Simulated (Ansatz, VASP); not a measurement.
# Pd: VASP beside Ansatz

```
CELL_PARAMETERS angstrom
0.00000 1.97101 1.97101
1.97101 0.00000 1.97101
1.97101 1.97101 0.00000
ATOMIC_POSITIONS crystal
Pd 0.00000 0.00000 0.00000
```

Alike in both runs: functional PBE; k mesh 18 × 18 × 18; occupations gaussian, width 0.1 eV; no spin polarisation.

Ansatz relaxed the structure, and its values are those at the end. VASP's run is a single point on that final structure, the one shown.

|  | VASP | Ansatz |
| --- | --- | --- |
| version | VASP 6.6.1 | Ansatz 0.2.0 |
| potentials or method | VASP PAW PBE potentials, release 64 (Pd), cutoff 500 eV | scalar-relativistic, plane waves, PAW |
| valence electrons in the cell | 10 | 18 |

|  | VASP | Ansatz | Ansatz less VASP |
| --- | --- | --- | --- |
| gap on the k mesh at the Fermi level (eV) | none | none | - |
| pressure (GPa) | -0.2 | 0.0 | +0.22 |

A gap of «none» marks a metal or a gap that the smearing closes. VASP's potentials hold 10 valence electrons a cell and Ansatz's 18, so a difference there can come from the potentials and not from the codes.
